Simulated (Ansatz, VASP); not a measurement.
C: VASP beside Ansatz

INCAR

```
PREC = Accurate ; ENCUT = 520
EDIFF = 1E-7 ; ISMEAR = 0
SIGMA = 0.05 ; LREAL = F
LASPH = T ; NELM = 60
ALGO = Normal ; ISIF = 2
LWAVE = F ; LCHARG = F
GGA = PE ; IVDW = 12
NBANDS = 11
```

KPOINTS

```
regular mesh
0
Gamma
  15 15 15
```

POSCAR

```
C
1.0
    1.2222687308      0.7056771807      3.3334883167
   -1.2222687308      0.7056771807      3.3334883167
    0.0000000000     -1.4113543615      3.3334883167
C
2
Direct
    0.1722480123      0.1722480123      0.1722480123
    0.8277519877      0.8277519877      0.8277519877
```

Input for Ansatz:

```yaml
crystal:
  lattice:
    - [1.2222687308, 0.7056771807, 3.3334883167]
    - [-1.2222687308, 0.7056771807, 3.3334883167]
    - [0.0, -1.4113543615, 3.3334883167]
  atoms:
    - { symbol: C, position: [0.1722480123, 0.1722480123, 0.1722480123] }
    - { symbol: C, position: [0.8277519877, 0.8277519877, 0.8277519877] }
basis:
  ecutwfc: 520.0
kpoints:
  mp_grid: { grid: [15, 15, 15] }
hamiltonian:
  xc: pbe
  dispersion: d3bj
scf:
  occupations: { method: gaussian, width: 0.05 }
output:
  forces: true
  stress: true
  eigenvalues: true
  write_density: true
  write_potential: true
  elf: true
  volumetric_format: npy
```

Change from the starting cell: mode 4 frozen in at +0.057 Å, equal normal strain along x, y and z -0.0083.

Alike in both runs: task single point; functional PBE; dispersion D3(BJ); k mesh 15 × 15 × 15; occupations gaussian, width 0.05 eV; no spin polarisation.

|  | VASP | Ansatz |
| --- | --- | --- |
| version | VASP 6.6.1 | Ansatz 0.2.0 |
| potentials or method | VASP PAW PBE potentials, release 64 (C), cutoff 520 eV | scalar-relativistic, plane waves, PAW |
| valence electrons in the cell | 8 | 8 |

|  | VASP | Ansatz | Ansatz less VASP |
| --- | --- | --- | --- |
| gap on the k mesh at the Fermi level (eV) | 0.50 | 0.50 | -0.001 |
| least direct gap on the mesh (eV) | 0.50 | 0.50 | -0.001 |
| pressure (GPa) | 7.4 | 6.9 | -0.46 |
| traceless stress, the component that is largest in VASP (GPa) | -9.03 | -8.49 | +0.537 |
| rms of the force components (eV/Å) | 1.078 | 1.081 | +0.0036 |

Atom by atom the forces differ by 0.004 eV/Å (rms over components).
